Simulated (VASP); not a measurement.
## Ge: single point with PBE

The system is Ge.

```
CELL_PARAMETERS angstrom
3.95881 0.00000 0.00000
-1.97941 3.42843 0.00000
0.00000 0.00000 18.78354
ATOMIC_POSITIONS crystal
Ge 0.00000 0.00000 0.60180
Ge 0.00000 0.00000 0.27060
Ge 0.66667 0.33333 0.43603
Ge 0.66667 0.33333 0.76770
Ge 0.66667 0.33333 0.10237
Ge 0.33333 0.66667 0.93591
Ge 0.00000 0.00000 0.39820
Ge 0.00000 0.00000 0.72940
Ge 0.66667 0.33333 0.23230
Ge 0.66667 0.33333 0.56397
Ge 0.66667 0.33333 0.89763
Ge 0.33333 0.66667 0.06409
```

The cell was built from a structure type or drawn by symmetry, and may not be a known phase.

```json
{
  "Program": "VASP 6.6.1",
  "Task": "single point",
  "Functional": "PBE",
  "Potentials or basis": "VASP PAW PBE potentials, release 64 (Ge_d)",
  "Cutoff": "520 eV",
  "k mesh": "6 × 6 × 1",
  "Occupations": "gaussian, width 0.1 eV",
  "Spin": "no spin polarisation",
  "Dipole correction": "no",
  "Further INCAR settings": "ALGO = Normal; EDIFF = 1e-07; NBANDS = 96"
}
```

* Pressure: 9.1 GPa
* Largest force: 0.659 eV/Å

Forces in eV/Å, atoms in the order of the input:
```
Ge   0.000  0.000  0.191
Ge   0.000  0.000  0.070
Ge   0.000  0.000  0.265
Ge   0.000  0.000  0.659
Ge   0.000  0.000  0.622
Ge   0.000  0.000  0.096
Ge   0.000  0.000 -0.191
Ge   0.000  0.000 -0.070
Ge   0.000  0.000 -0.659
Ge   0.000  0.000 -0.265
Ge   0.000  0.000 -0.622
Ge   0.000  0.000 -0.096
```

Stress tensor (GPa, compression positive):
```
 8.26  0.00  0.00
 0.00  8.26  0.00
 0.00  0.00 10.72
```

Levels at points of the mesh, in eV from the Fermi level:
| k point | band 81 | band 82 | band 83 | band 84 | band 85 | band 86 | band 87 | band 88 |
| --- | --- | --- | --- | --- | --- | --- | --- | --- |
| (0.00, 0.00, 0.00) | -0.62 | -0.37 | -0.03 | -0.03 | -0.02 | 0.11 | 0.37 | 0.75 |
| (0.50, 0.00, 0.00) | -2.21 | -2.17 | -2.17 | -1.58 | 0.25 | 0.58 | 0.61 | 1.00 |

Run time: 2.1 min on 1 thread of Intel(R) Xeon(R) 6975P-C (Granite Rapids), on a shared host, peak memory 0.39 GiB.

Caveat: the cell stands under pressure.
